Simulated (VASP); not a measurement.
# Zr8S17 (a cell with a defect) in VASP: single point with PBE

Aim: the single point of Zr8S17 (a cell with a defect) with PBE.

Program: VASP 6.6.1. These are calculated values, not measurements. Logs are shortened: lines on timing, memory, paths and dates and some standing lists are left out, and cuts for length are marked.

### Step 1. The cell of the first run

The cell holds a defect, 25 atoms: a = 9.296 Å, b = 9.296 Å, c = 9.750 Å, α = 116.71°, β = 116.71°, γ = 93.27°.

### Step 2. Single point, PBE

Input file INCAR:

```
  ALGO = Normal
  EDIFF = 1E-6
  ENCUT = 400
  GGA = PE
  GGA_COMPAT = F
  ISIF = 2
  ISMEAR = 0
  LASPH = T
  LCHARG = F
  LREAL = F
  LWAVE = F
  NBANDS = 117
  NELM = 120
  PREC = Accurate
  SIGMA = 0.02
```

Input file KPOINTS:

```
Automatic mesh
0
Gamma
  2 2 2
  0.5 0.5 0.5
```

Input file POSCAR:

```
Zr8S17
1.0
   -0.0000000001     -6.3829682949      6.7579067240
   -0.0000000001     -6.3829682949     -6.7579067240
    7.3704169266      6.3829682948      0.0000000000
Zr S
8 17
Direct
    0.8677946777      0.8942055514      0.2710882552
    0.5076313231      0.4928600201      0.9999484244
    0.7497118158      0.7426924344      0.5011262746
    0.3735187830      0.3649182269      0.2427444887
    0.0284988418     -0.0407751103     -0.0000183361
    0.5965814597      0.6228946253      0.7285396025
    0.2484829243      0.2415631531      0.4987607534
    0.1307303134      0.1219820549      0.7569431243
    0.2932577603      0.5148938492      0.4843492721
    0.9404202923      0.1351262129      0.2362695898
    0.1890430534      0.3912359096      0.7494267187
    0.8088749257      0.0303842517      0.5154678034
    0.4395312808      0.6416941875      0.2503388217
    0.0629232748      0.2505653459     -0.0001205314
    0.7040529729      0.8986975131      0.7634926791
    0.5595642564      0.7699389035     -0.0001265152
    0.8173284261      0.6032809625      0.2551785796
    0.4470466323      0.2199773732      0.9999632997
    0.6917640689      0.4753643555      0.5088556100
    0.3415006055      0.1092805722      0.2700385256
    0.9019351713      0.6941369611     -0.0001046108
    0.5619654960      0.3479511541      0.7445405572
    0.1827987357      0.9664453474      0.4909356651
    0.0713383605      0.8390851729      0.7298075285
    0.1210488398      0.7122399863      0.0001276376
```

Potentials or basis: VASP PAW PBE potentials, release 64 (Zr_sv, S).

The run is started by

```sh
cat potpaw_PBE.64/Zr_sv/POTCAR potpaw_PBE.64/S/POTCAR > POTCAR
mpirun -np 1 vasp_std > vasp.out
```

OUTCAR:

```text
EDIFF = 1E-6
   ENCUT = 400
   GGA = PE
   ISIF = 2
   ISMEAR = 0
   LASPH = T
   LREAL = F
   NELM = 120
   PREC = Accurate

 ion  position               nearest neighbor table
   1  0.868  0.894  0.271-  12 2.47  10 2.51  23 2.54  16 2.57  21 2.64  17 2.64   8 3.59   7 3.61
                             3 3.62   2 3.72   5 3.80
   2  0.508  0.493  1.000-  17 2.54  22 2.54  18 2.57  16 2.59  13 2.59  11 2.59   4 3.69   8 3.69
                             3 3.69   7 3.69   1 3.72   6 3.73
   3  0.750  0.743  0.501-  13 2.54  17 2.55  19 2.55  15 2.56  24 2.57  12 2.63   6 3.61   1 3.62
                             4 3.69   2 3.69   5 3.70   8 3.73
   4  0.374  0.365  0.243-  14 2.51  20 2.52  18 2.56  13 2.57   9 2.61  19 2.63   8 3.58   6 3.59
                             2 3.69   3 3.69   5 3.73   7 3.73
   5  0.028  0.959  1.000-  25 2.50  20 2.59  24 2.59  10 2.67  15 2.67  21 2.67  14 2.71   7 3.70
                             3 3.70   4 3.73   8 3.73   1 3.80   6 3.80
   6  0.597  0.623  0.729-   9 2.47  15 2.51  19 2.54  16 2.57  21 2.64  22 2.64   4 3.59   3 3.61
                             7 3.62   2 3.73   5 3.80
   7  0.248  0.242  0.499-  11 2.54  22 2.54  23 2.55  10 2.56  20 2.57   9 2.63   1 3.61   6 3.62
                             8 3.69   2 3.69   5 3.70   4 3.73
   8  0.131  0.122  0.757-  14 2.51  24 2.52  18 2.57  11 2.57  12 2.61  23 2.62   4 3.58   1 3.59
                             2 3.69   7 3.69   5 3.73   3 3.73
   9  0.293  0.515  0.484-   6 2.47   4 2.61   7 2.63
  10  0.940  0.135  0.236-   1 2.51   7 2.56   5 2.67
  11  0.189  0.391  0.749-   7 2.54   8 2.57   2 2.59
  12  0.809  0.030  0.515-   1 2.47   8 2.61   3 2.63
  13  0.440  0.642  0.250-   3 2.54   4 2.57   2 2.59
  14  0.063  0.251  1.000-   4 2.51   8 2.51   5 2.71
  15  0.704  0.899  0.763-   6 2.51   3 2.56   5 2.67
  16  0.560  0.770  1.000-   1 2.57   6 2.57   2 2.59
  17  0.817  0.603  0.255-   2 2.54   3 2.55   1 2.64
  18  0.447  0.220  1.000-   4 2.56   8 2.57   2 2.57
  19  0.692  0.475  0.509-   6 2.54   3 2.55   4 2.63
  20  0.342  0.109  0.270-   4 2.52   7 2.57   5 2.59
  21  0.902  0.694  1.000-  25 2.03   1 2.64   6 2.64   5 2.67
  22  0.562  0.348  0.745-   2 2.54   7 2.54   6 2.64
  23  0.183  0.966  0.491-   1 2.54   7 2.55   8 2.62
  24  0.071  0.839  0.730-   8 2.52   3 2.57   5 2.59
  25  0.121  0.712  0.000-  21 2.03   5 2.50

  LATTYP: Found a face centered orthorhombic cell.
 ALAT       =    12.7659365898
 B/A-ratio  =     1.0587404499
 C/A-ratio  =     1.1547005384

  Lattice vectors:

 A1 = (   7.3704169265,  -0.0000000001,  -6.7579067240)
 A2 = (   7.3704169264,  -6.3829682950,   0.0000000000)
 A3 = (  -0.0000000001,  -6.3829682949,  -6.7579067240)

Analysis of symmetry for initial positions (statically):
=====================================================================
 Subroutine PRICEL returns:
 Original cell was already a primitive cell.
[... 160 lines left out ...]
   EMIN   =  10.00;   EMAX   =-10.00  energy-range for DOS
   EFERMI =   0.00;   METHOD = LEGACY
   ISMEAR =     0;   SIGMA  =   0.02  broadening in eV -4-tet -1-fermi 0-gaus
   EFERMI_NEDOS =   21; number of points for ismear=-14 and -15
   IALGO  =     38    algorithm
   IMIX   =      4    mixing-type and parameters
     AMIX     =   0.40;   BMIX     =  1.00
     AMIX_MAG =   1.60;   BMIX_MAG =  1.00
  volume/ion in A,a.u.               =      25.43       171.64
  Fermi-wavevector in a.u.,A,eV,Ry     =   1.109628  2.096894 16.752518  1.231275
  Thomas-Fermi vector in A             =   2.246170
   LORBIT       =      0    0 simple, 1 ext, 2 COOP (PROOUT), +10 PAW based schemes
   GGA     = PE    functional components
   LHFCALC =     F    Hartree Fock is set to
   AEXX    =    0.0000 exact exchange contribution
   IVDW    =     0    specifies the selected vdW correction
   LEPSILON=     F    determine dielectric tensor
   LRPA    =     F    only Hartree local field effects (RPA)
 non-spin polarized calculation
 Gauss-broadening in eV      SIGMA  =   0.02
  energy-cutoff  :      400.00
  volume of cell :      635.85
 maximum number of plane-waves:     11576
 NGX is ok and might be reduce to    64
   NGX = 31   NGY = 31   NGZ = 31

 number of electron     198.0000004 magnetization

 Free energy of the ion-electron system (eV)
  ---------------------------------------------------
  ext. energy  EPLUGINS =         0.00000000
  ---------------------------------------------------
  free energy    TOTEN  =      -174.58512807 eV

  energy without entropy =     -174.58512807  energy(sigma->0) =     -174.58512807

 E-fermi :   3.7778     XC(G=0):  -8.8237

 val. band max:        3.5795198747   @ k =  -0.2500  -0.2500   0.2500
 cond. band min:       4.5384258161   @ k =   0.2500   0.2500   0.2500
 fundamental gap:      0.9589059413
 Fermi energy:         3.7777869806

 k-point     1 :       0.2500    0.2500    0.2500
  band No.  band energies     occupation
      1     -45.5905      2.00000
      2     -45.5213      2.00000
      3     -45.5193      2.00000
      4     -45.5113      2.00000
      5     -45.5057      2.00000
      6     -45.5013      2.00000
[... 445 lines left out ...]
    110       5.9033      0.00000
    111       6.0585      0.00000
 [bands above 111 left out]

------------------------ aborting loop because EDIFF is reached ----------------------------------------

  FORCE on cell =-STRESS in cart. coord.  units (eV):
  Direction    XX          YY          ZZ          XY          YZ          ZX
  --------------------------------------------------------------------------------------
  -------------------------------------------------------------------------------------
  Total        6.2043338      4.7240645      2.9232373     -0.0042350     -0.0453335     -0.0043444
  in kB       15.6332331     11.9033572      7.3657628     -0.0106712     -0.1142280     -0.0109466
  external PRESSURE =      11.6341177 kB  Pullay stress =       0.0000000 kB

 VOLUME and BASIS-vectors are now :
 -----------------------------------------------------------------------------
  energy-cutoff  :      400.00
  volume of cell :      635.85
      direct lattice vectors                 reciprocal lattice vectors
    -0.000000000 -6.382968295  6.757906724     0.067838767 -0.078333461  0.073987408
    -0.000000000 -6.382968295 -6.757906724     0.067838767 -0.078333461 -0.073987408
     7.370416927  6.382968295  0.000000000     0.135677535 -0.000000000  0.000000000

 POSITION                                       TOTAL-FORCE (eV/Angst)
 -----------------------------------------------------------------------------------
      1.99803     -9.51644     -0.17848         0.015928     -0.012339     -0.000327
      7.37004     -0.00347      0.09982        -0.001215     -0.006264     -0.013228
      3.69351     -6.32730      0.04744         0.007028      0.011762     -0.006426
      1.78913     -3.16399      0.05812         0.012056      0.002863      0.003825
      7.37028      0.07824     -6.28976        -0.002006      0.011918      0.002033
      5.36964     -3.13363     -0.17782        -0.010470     -0.011816     -0.001476
[... 17 lines left out ...]
      5.37899     -1.15287     -5.18836         0.010210     -0.001075      0.010722
      0.00094     -5.31804     -3.99521        -0.000587      0.095807     -0.094545
 -----------------------------------------------------------------------------------
    total drift:                                0.000043      0.000092     -0.000552

  FREE ENERGIE OF THE ION-ELECTRON SYSTEM (eV)
  ---------------------------------------------------
  free  energy   TOTEN  =      -174.5851280700 eV

  energy  without entropy=     -174.5851280700  energy(sigma->0) =     -174.58512807
```

OSZICAR:

```text
N       E                     dE             d eps       ncg     rms          rms(c)
DAV:   1     0.156972585501E+04    0.15697E+04   -0.82546E+04   960   0.126E+03
DAV:   2    -0.197743063887E+02   -0.15895E+04   -0.15444E+04  1164   0.354E+02
DAV:   3    -0.174355554892E+03   -0.15458E+03   -0.15295E+03  1176   0.946E+01
DAV:   4    -0.189665581334E+03   -0.15310E+02   -0.15285E+02  1656   0.265E+01
DAV:   5    -0.191405534581E+03   -0.17400E+01   -0.17398E+01  1376   0.608E+00    0.466E+01
DAV:   6    -0.174756158766E+03    0.16649E+02   -0.61927E+01   993   0.185E+01    0.240E+01
DAV:   7    -0.174532012401E+03    0.22415E+00   -0.79516E+00  1376   0.607E+00    0.106E+01
DAV:   8    -0.174575278956E+03   -0.43267E-01   -0.83580E-01  1232   0.245E+00    0.257E+00
DAV:   9    -0.174582770660E+03   -0.74917E-02   -0.11769E-01  1248   0.902E-01    0.161E+00
DAV:  10    -0.174584677961E+03   -0.19073E-02   -0.22843E-02  1208   0.449E-01    0.471E-01
DAV:  11    -0.174584702777E+03   -0.24816E-04   -0.31650E-03  1208   0.149E-01    0.202E-01
DAV:  12    -0.174585029969E+03   -0.32719E-03   -0.98010E-04  1096   0.843E-02    0.976E-02
DAV:  13    -0.174585080387E+03   -0.50419E-04   -0.11657E-04  1448   0.233E-02    0.564E-02
DAV:  14    -0.174585123735E+03   -0.43348E-04   -0.51384E-05  1016   0.218E-02    0.385E-02
DAV:  15    -0.174585127198E+03   -0.34626E-05   -0.60689E-06  1032   0.545E-03    0.168E-02
DAV:  16    -0.174585128070E+03   -0.87247E-06   -0.12414E-06   680   0.371E-03
   1 F= -.17458513E+03 E0= -.17458513E+03  d E =-.589214E-45
```

Wall time 7 min (1 thread of Intel Xeon Platinum 8259CL at 2.50GHz (Skylake/Cascade Lake), shared host); peak memory 0.61 GiB.

What came out:

```
Free energy            : -174.5851 eV
Pressure               : 1.2 GPa
Largest force          : 0.152 eV/Å
Band gap on the k mesh : 0.96 eV
```

Forces in eV/Å, atoms in the order of the input:
```
Zr   0.016 -0.012  0.000
Zr  -0.001 -0.006 -0.013
Zr   0.007  0.012 -0.006
Zr   0.012  0.003  0.004
Zr  -0.002  0.012  0.002
Zr  -0.010 -0.012 -0.001
Zr  -0.010  0.013 -0.006
Zr  -0.010  0.005  0.003
S    0.003  0.002 -0.012
S   -0.016 -0.006 -0.012
S    0.002  0.000  0.002
S   -0.003  0.002 -0.014
S    0.001 -0.001  0.002
S   -0.002 -0.003 -0.003
S    0.016 -0.006 -0.013
S   -0.001  0.004 -0.011
S    0.001  0.000  0.011
S   -0.002  0.009  0.003
S   -0.004  0.001  0.013
S   -0.010  0.001  0.010
S    0.000 -0.111  0.104
S    0.001 -0.001  0.011
S    0.002  0.002  0.013
S    0.010 -0.001  0.011
S   -0.001  0.096 -0.095
```

Stress tensor (GPa, compression positive):
```
 1.56  0.00  0.00
 0.00  1.19 -0.01
 0.00 -0.01  0.74
```
